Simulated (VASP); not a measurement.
Set up this calculation in VASP 6.6.1, as the native input.

```
Task                   : electric field gradients
Functional             : PBE
Potentials or basis    : VASP PAW PBE potentials, release 64 (Sn_d, Te)
Cutoff                 : 520 eV
k mesh                 : 11 × 11 × 11
Occupations            : fermi-dirac, width 0.08 eV
Spin                   : no spin polarisation
Dipole correction      : no
Further INCAR settings : ALGO = Normal; EDIFF = 1e-08; NBANDS = 17
```

The structure of SnTe lies in POSCAR:

```
SnTe
1.0
    0.0000000000      3.1980376582      3.1980376582
    3.1980376582      0.0000000000      3.1980376582
    3.1980376582      3.1980376582      0.0000000000
Sn Te
1 1
Direct
    0.0000000000      0.0000000000      0.0000000000
    0.5000000000      0.5000000000      0.5000000000
```

One way to write it, as run:

INCAR

```
SYSTEM = SnTe
PREC = Accurate ; ENCUT = 520
EDIFF = 1E-8 ; ISMEAR = -1
SIGMA = 0.08 ; LREAL = .FALSE.
LASPH = .TRUE. ; NELM = 80
ALGO = Normal ; ISIF = 2
LWAVE = .FALSE. ; LCHARG = .FALSE.
GGA = PE ; LEFG = .TRUE.
NBANDS = 17
```

KPOINTS

```
regular mesh
0
G
  11 11 11
  0 0 0
```

Potentials or basis: VASP PAW PBE potentials, release 64 (Sn_d, Te).

Command:

```console
$ cat potpaw_PBE.64/Sn_d/POTCAR potpaw_PBE.64/Te/POTCAR > POTCAR
$ mpirun -np 1 vasp_std > vasp.out
```

Results of the run:

```yaml
Pressure: 0.2 GPa
Largest_electric_field_gradient_by_atom: zero within the noise of the run
```

Run time: 97 s on 1 thread of Intel Xeon 8259CL, with other jobs on the host, peak memory 0.24 GiB.
